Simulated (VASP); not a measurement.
# ZnS3 (Im-3m) in VASP: a series of runs

ZnS3 is run at these levels: PBE; tasks: single point.

Program: VASP 6.6.1. These are calculated values, not measurements. Logs are shortened: lines on timing, memory, paths and dates and some standing lists are left out, and cuts for length are marked.

## Step 1: The cell of the first run

It takes space group Im-3m (No. 229, cubic). Conventional cell: a = 5.116 Å, b = 5.116 Å, c = 5.116 Å, α = 90.00°, β = 90.00°, γ = 90.00°. Zn (site symmetry m-3m) has 6 S at 2.56 Å within 3.4 Å. Within 3.4 Å of S (site symmetry 4/mmm) lie 2 Zn at 2.56 Å and 4 S at 2.56 Å.

The cell was built from a structure type or drawn by symmetry, and may not be a known phase.

## Step 2: Single point, PBE

File INCAR:

```
PREC = Accurate
ENCUT = 520
EDIFF = 1E-6
ISMEAR = 0
SIGMA = 0.1
LREAL = False
LASPH = True
NELM = 60
ALGO = Normal
ISIF = 2
LWAVE = False
LCHARG = False
GGA = PE
NBANDS = 23
```

File KPOINTS:

```
Automatic mesh
0
Gamma
  4 4 4
```

File POSCAR:

```
ZnS3
1.0
   -2.5578494758      2.5578494758      2.5578494758
    2.5578494758     -2.5578494758      2.5578494758
    2.5578494758      2.5578494758     -2.5578494758
Zn S
1 3
Direct
    0.0000000000      0.0000000000      0.0000000000
    0.0000000000      0.5000000000      0.5000000000
    0.5000000000      0.0000000000      0.5000000000
    0.5000000000      0.5000000000      0.0000000000
```

Potentials or basis: VASP PAW PBE potentials, release 64 (Zn, S).

Command:

```
$ cat potpaw_PBE.64/Zn/POTCAR potpaw_PBE.64/S/POTCAR > POTCAR
$ mpirun -np 1 vasp_std > vasp.out
```

OUTCAR:

```text
PREC = Accurate
   ENCUT = 520
   EDIFF = 1E-6
   ISMEAR = 0
   LREAL = False
   LASPH = True
   NELM = 60
   ISIF = 2
   GGA = PE

 ion  position               nearest neighbor table
   1  0.000  0.000  0.000-   2 2.56   3 2.56   4 2.56   2 2.56   3 2.56   4 2.56
   2  0.000  0.500  0.500-   1 2.56   3 2.56   4 2.56   1 2.56   4 2.56   3 2.56
   3  0.500  0.000  0.500-   1 2.56   2 2.56   4 2.56   4 2.56   1 2.56   2 2.56
   4  0.500  0.500  0.000-   1 2.56   2 2.56   3 2.56   3 2.56   2 2.56   1 2.56

  LATTYP: Found a body centered cubic cell.
 ALAT       =     5.1156989516

  Lattice vectors:

 A1 = (  -2.5578494758,   2.5578494758,   2.5578494758)
 A2 = (   2.5578494758,  -2.5578494758,   2.5578494758)
 A3 = (   2.5578494758,   2.5578494758,  -2.5578494758)

Analysis of symmetry for initial positions (statically):
=====================================================================
 Subroutine PRICEL returns:
 Original cell was already a primitive cell.

 Routine SETGRP: Setting up the symmetry group for a
 body centered cubic supercell.

 Subroutine GETGRP returns: Found 48 space group operations
 (whereof 48 operations were pure point group operations)
 out of a pool of 48 trial point group operations.

The static configuration has the point symmetry O_h .

Analysis of symmetry for dynamics (positions and initial velocities):
=====================================================================
 Subroutine PRICEL returns:
 Original cell was already a primitive cell.

 Routine SETGRP: Setting up the symmetry group for a
 body centered cubic supercell.

 Subroutine GETGRP returns: Found 48 space group operations
 (whereof 48 operations were pure point group operations)
 out of a pool of 48 trial point group operations.

The dynamic configuration has the point symmetry O_h .

 Subroutine INISYM returns: Found 48 space group operations
 (whereof 48 operations are pure point group operations),
 and found     1 'primitive' translations

----------------------------------------------------------------------------------------

                                     Primitive cell

  volume of cell :      66.9399

  direct lattice vectors                    reciprocal lattice vectors
    -2.557849476  2.557849476  2.557849476     0.000000000  0.195476710  0.195476710
     2.557849476 -2.557849476  2.557849476     0.195476710  0.000000000  0.195476710
     2.557849476  2.557849476 -2.557849476     0.195476710  0.195476710  0.000000000

  length of vectors
     4.430325250  4.430325250  4.430325250     0.276445814  0.276445814  0.276445814

  position of ions in fractional coordinates (direct lattice)
     0.000000000  0.000000000  0.000000000
     0.000000000  0.500000000  0.500000000
     0.500000000  0.000000000  0.500000000
     0.500000000  0.500000000  0.000000000

  ion indices of the primitive-cell ions
   primitive index   ion index
                 1           1
                 2           2
                 3           3
                 4           4

----------------------------------------------------------------------------------------

 KPOINTS: Automatic mesh

Automatic generation of k-mesh.
 Grid dimensions read from file:
 generate k-points for:    4    4    4

 Generating k-lattice:

  Cartesian coordinates                     Fractional coordinates (reciprocal lattice)
     0.000000000  0.048869177  0.048869177     0.250000000  0.000000000  0.000000000
     0.048869177  0.000000000  0.048869177     0.000000000  0.250000000  0.000000000
     0.048869177  0.048869177  0.000000000     0.000000000  0.000000000  0.250000000

  Length of vectors
     0.069111454  0.069111454  0.069111454

  Shift w.r.t. Gamma in fractional coordinates (k-lattice)
     0.000000000  0.000000000  0.000000000

 Subroutine IBZKPT returns following result:
 ===========================================

 Found      8 irreducible k-points:

 Following reciprocal coordinates:
            Coordinates               Weight
  0.000000  0.000000  0.000000      1.000000
  0.250000  0.000000  0.000000     12.000000
  0.500000  0.000000  0.000000      6.000000
  0.250000  0.250000  0.000000     24.000000
  0.250000  0.250000  0.250000      2.000000
 -0.250000  0.250000  0.250000      6.000000
  0.500000  0.500000  0.250000     12.000000
  0.500000  0.500000  0.500000      1.000000
   k-points           NKPTS =      8   k-points in BZ     NKDIM =      8   number of bands    NBANDS=     23
   number of dos      NEDOS =    301   number of ions     NIONS =      4
   total plane-waves  NPLWV =  46656
   dimension x,y,z NGX =    36 NGY =   36 NGZ =   36
   dimension x,y,z NGXF=    72 NGYF=   72 NGZF=   72
   ions per type =               1   3
   NGX,Y,Z   is equivalent  to a cutoff of  13.51, 13.51, 13.51 a.u.
   NGXF,Y,Z  is equivalent  to a cutoff of  27.02, 27.02, 27.02 a.u.
 SYSTEM =  unknown system
   PREC   = accura    normal or accurate (medium, high low for compatibility)
   ISTART =      0    job   : 0-new  1-cont  2-samecut
   ICHARG =      2    charge: 1-file 2-atom 10-const
   ISPIN  =      1    spin polarized calculation?
   LNONCOLLINEAR =      F non collinear calculations
   LSORBIT =      F    spin-orbit coupling
   LASPH  =      T    aspherical Exc in radial PAW
   ENCUT  =  520.0 eV  38.22 Ry    6.18 a.u.   8.24  8.24  8.24*2*pi/ulx,y,z
   NELM   =     60;   NELMIN=  2; NELMDL= -5     # of ELM steps
   EDIFF  = 0.1E-05   stopping-criterion for ELM
   LREAL  =      F    real-space projection
   EDIFFG = 0.1E-04   stopping-criterion for IOM
   NSW    =      0    number of steps for IOM
   IBRION =     -1    ionic relax: 0-MD 1-quasi-New 2-CG
   NFREE  =      0    steps in history (QN), initial steepest desc. (CG)
   ISIF   =      2    stress and relaxation
   ISYM   =      2    0-nonsym 1-usesym 2-fastsym
   POTIM  = 0.5000    time-step for ionic-motion
   TEBEG  =    0.0;   TEEND  =   0.0 temperature during run
   PSTRESS=    0.0 pullay stress
   NELECT =      30.0000    total number of electrons
   NUPDOWN=      -1.0000    fix difference up-down
   EMIN   =  10.00;   EMAX   =-10.00  energy-range for DOS
   EFERMI =   0.00;   METHOD = LEGACY
   ISMEAR =     0;   SIGMA  =   0.10  broadening in eV -4-tet -1-fermi 0-gaus
   EFERMI_NEDOS =   21; number of points for ismear=-14 and -15
   IALGO  =     38    algorithm
   IMIX   =      4    mixing-type and parameters
     AMIX     =   0.40;   BMIX     =  1.00
     AMIX_MAG =   1.60;   BMIX_MAG =  1.00
  volume/ion in A,a.u.               =      16.73       112.93
  Fermi-wavevector in a.u.,A,eV,Ry     =   1.252815  2.367477 21.354961  1.569545
  Thomas-Fermi vector in A             =   2.386697
   LORBIT       =      0    0 simple, 1 ext, 2 COOP (PROOUT), +10 PAW based schemes
   GGA     = PE    functional components
   LHFCALC =     F    Hartree Fock is set to
   AEXX    =    0.0000 exact exchange contribution
   IVDW    =     0    specifies the selected vdW correction
   LEPSILON=     F    determine dielectric tensor
   LRPA    =     F    only Hartree local field effects (RPA)
 non-spin polarized calculation
 Gauss-broadening in eV      SIGMA  =   0.10
  energy-cutoff  :      520.00
  volume of cell :       66.94
 maximum number of plane-waves:      1865
 NGX is ok and might be reduce to    36
   NGX = 17   NGY = 17   NGZ = 17

 number of electron      29.9999988 magnetization

 Free energy of the ion-electron system (eV)
  ---------------------------------------------------
  ext. energy  EPLUGINS =         0.00000000
  ---------------------------------------------------
  free energy    TOTEN  =       -13.25795024 eV

  energy without entropy =      -13.24566519  energy(sigma->0) =      -13.25180771

 E-fermi :   6.8497     XC(G=0): -10.7144

 val. band max:        6.7281792201   @ k =   0.2500   0.0000   0.0000
 cond. band min:       6.9241236636   @ k =   0.2500   0.0000   0.0000
 fundamental gap:      0.1959444435
 Fermi energy:         6.8497371706

 k-point     1 :       0.0000    0.0000    0.0000
  band No.  band energies     occupation
      1     -10.3016      2.00000
      2      -5.4088      2.00000
      3      -5.4088      2.00000
      4      -1.0422      2.00000
      5      -1.0422      2.00000
      6      -1.0421      2.00000
[... 15 lines left out ...]
     22      14.7147      0.00000
     23      14.7147      0.00000

 k-point     2 :       0.2500    0.0000    0.0000
  band No.  band energies     occupation
      1      -9.8027      2.00000
      2      -6.4063      2.00000
      3      -5.6504      2.00000
      4      -1.2164      2.00000
      5      -1.1694      2.00000
      6      -1.1536      2.00000
[... 15 lines left out ...]
     22      13.7932      0.00000
     23      14.7687      0.00000

 k-point     3 :       0.5000    0.0000    0.0000
  band No.  band energies     occupation
      1      -8.7824      2.00000
      2      -7.8327      2.00000
      3      -5.8610      2.00000
      4      -1.4323      2.00000
      5      -1.3950      2.00000
      6      -1.3764      2.00000
[... 15 lines left out ...]
     22      14.3331      0.00000
     23      14.3557      0.00000

 k-point     4 :       0.2500    0.2500    0.0000
  band No.  band energies     occupation
      1      -8.9122      2.00000
      2      -7.4588      2.00000
      3      -6.2016      2.00000
      4      -1.4040      2.00000
      5      -1.2670      2.00000
      6      -1.1250      2.00000
[... 15 lines left out ...]
     22      14.0483      0.00000
     23      15.4360      0.00000

 k-point     5 :       0.2500    0.2500    0.2500
  band No.  band energies     occupation
      1      -7.6964      2.00000
      2      -7.6964      2.00000
      3      -7.6964      2.00000
      4      -1.3970      2.00000
      5      -1.3831      2.00000
      6      -1.3831      2.00000
[... 15 lines left out ...]
     22      16.0759      0.00000
     23      17.9456      0.00000

 k-point     6 :      -0.2500    0.2500    0.2500
  band No.  band energies     occupation
      1      -9.3743      2.00000
      2      -7.1831      2.00000
      3      -5.3034      2.00000
      4      -1.4180      2.00000
      5      -1.2864      2.00000
      6      -1.2864      2.00000
[... 15 lines left out ...]
     22      12.7328      0.00000
     23      15.4175      0.00000

 k-point     7 :       0.5000    0.5000    0.2500
  band No.  band energies     occupation
      1      -8.5385      2.00000
      2      -8.0478      2.00000
      3      -5.4774      2.00000
      4      -1.3983      2.00000
      5      -1.3372      2.00000
      6      -1.2105      2.00000
[... 15 lines left out ...]
     22      13.6403      0.00000
     23      15.2945      0.00000

 k-point     8 :       0.5000    0.5000    0.5000
  band No.  band energies     occupation
      1      -8.2550      2.00000
      2      -8.2550      2.00000
      3      -4.8454      2.00000
      4      -1.4476      2.00000
      5      -1.4476      2.00000
      6      -1.4476      2.00000
[... 15 lines left out ...]
     22      15.4806      0.00000
     23      16.3701      0.00000

------------------------ aborting loop because EDIFF is reached ----------------------------------------

  FORCE on cell =-STRESS in cart. coord.  units (eV):
  Direction    XX          YY          ZZ          XY          YZ          ZX
  --------------------------------------------------------------------------------------
  -------------------------------------------------------------------------------------
  Total       -0.1401319     -0.1401319     -0.1401319     -0.0000000     -0.0000000     -0.0000000
  in kB       -3.3539957     -3.3539957     -3.3539957     -0.0000000     -0.0000000     -0.0000000
  external PRESSURE =      -3.3539957 kB  Pullay stress =       0.0000000 kB

 VOLUME and BASIS-vectors are now :
 -----------------------------------------------------------------------------
  energy-cutoff  :      520.00
  volume of cell :       66.94
      direct lattice vectors                 reciprocal lattice vectors
    -2.557849476  2.557849476  2.557849476     0.000000000  0.195476710  0.195476710
     2.557849476 -2.557849476  2.557849476     0.195476710  0.000000000  0.195476710
     2.557849476  2.557849476 -2.557849476     0.195476710  0.195476710  0.000000000

 POSITION                                       TOTAL-FORCE (eV/Angst)
 -----------------------------------------------------------------------------------
      0.00000      0.00000      0.00000         0.000000     -0.000000      0.000000
      2.55785      0.00000      0.00000         0.000000     -0.000000     -0.000000
      0.00000      2.55785      0.00000         0.000000     -0.000000      0.000000
      0.00000      0.00000      2.55785        -0.000000      0.000000     -0.000000
 -----------------------------------------------------------------------------------
    total drift:                                0.000000      0.000000     -0.000000

  FREE ENERGIE OF THE ION-ELECTRON SYSTEM (eV)
  ---------------------------------------------------
  free  energy   TOTEN  =       -13.2579502377 eV

  energy  without entropy=      -13.2456651893  energy(sigma->0) =      -13.25180771
```

Run time: 13 s. Hardware: 1 thread of Intel Xeon 8259CL, shared host; peak memory 0.2 GiB.

What came out:

* Free energy: -13.2580 eV
* Pressure: -0.3 GPa
* Band gap on the k mesh: zero (bands 15 and 16 overlap by 2.52 eV)

Levels at points of the mesh, in eV from the Fermi level:
```csv
k point,band 13,band 14,band 15,band 16,band 17,band 18
"(0.00, 0.00, 0.00)",-4.49,-4.49,-1.89,2.03,2.03,2.03
"(0.50, 0.00, 0.00)",-3.22,-3.07,-2.44,-1.58,2.27,3.56
"(0.50, 0.50, 0.50)",-3.23,-3.23,-1.13,2.46,2.46,2.46
```

Caveat: the k points lie up to 0.43 Å⁻¹ apart, too coarse for converged energies and pressures of a metal.

## Step 3: Single point, PBE

This run uses another cell than the first one, of 22.39 Å³/atom.

File INCAR:

```
PREC     = Accurate       # precision mode
ENCUT    = 520            # plane-wave cutoff, eV
EDIFF    = 1E-6           # SCF threshold, eV
ISMEAR   = 0              # smearing method
SIGMA    = 0.1            # smearing width, eV
LREAL    = False          # projectors in reciprocal space
LASPH    = True           # aspherical terms in the spheres
NELM     = 100            # most SCF steps
ALGO     = Normal         # electronic algorithm
ISIF     = 2              # what is computed and relaxed
LWAVE    = False          # write WAVECAR
LCHARG   = False          # write CHGCAR
GGA      = PE             # functional
NBANDS   = 23             # bands
```

File KPOINTS:

```
regular mesh
0
Gamma
  4 4 4
```

File POSCAR:

```
ZnS3
1.0
   -2.8184822400      2.8184822400      2.8184822400
    2.8184822400     -2.8184822400      2.8184822400
    2.8184822400      2.8184822400     -2.8184822400
Zn S
1 3
Direct
    0.0000000000      0.0000000000      0.0000000000
    0.0000000000      0.5000000000      0.5000000000
    0.5000000000      0.0000000000      0.5000000000
    0.5000000000      0.5000000000      0.0000000000
```

Potentials or basis: VASP PAW PBE potentials, release 64 (Zn, S).

Command:

```
$ cat potpaw_PBE.64/Zn/POTCAR potpaw_PBE.64/S/POTCAR > POTCAR
$ mpirun -np 1 vasp_std > vasp.out
```

Wall time 16 s (1 thread of Intel Xeon 8259CL, shared host); peak memory 0.2 GiB.

It converged, with:

| Property | Result |
| --- | --- |
| Free energy | -12.0931 eV |
| Pressure | -12.5 GPa |
| Band gap on the k mesh | zero (bands 15 and 16 overlap by 1.96 eV) |

Levels at points of the mesh, in eV from the Fermi level:
```csv
k point,band 11,band 12,band 13,band 14,band 15,band 16,band 17,band 18,band 19,band 20
"(0.00, 0.00, 0.00)",-4.69,-3.12,-3.12,-3.12,-1.75,1.31,1.31,1.31,4.15,4.15
"(0.50, 0.00, 0.00)",-3.45,-2.62,-2.34,-2.20,-2.01,-1.28,1.42,2.22,3.85,4.41
"(0.50, 0.50, 0.50)",-5.78,-2.33,-2.33,-2.33,-1.49,1.51,1.51,1.51,6.84,6.84
```

Caveat: the k points lie up to 0.39 Å⁻¹ apart, too coarse for converged energies and pressures of a metal.

[end of part 1 of 2]
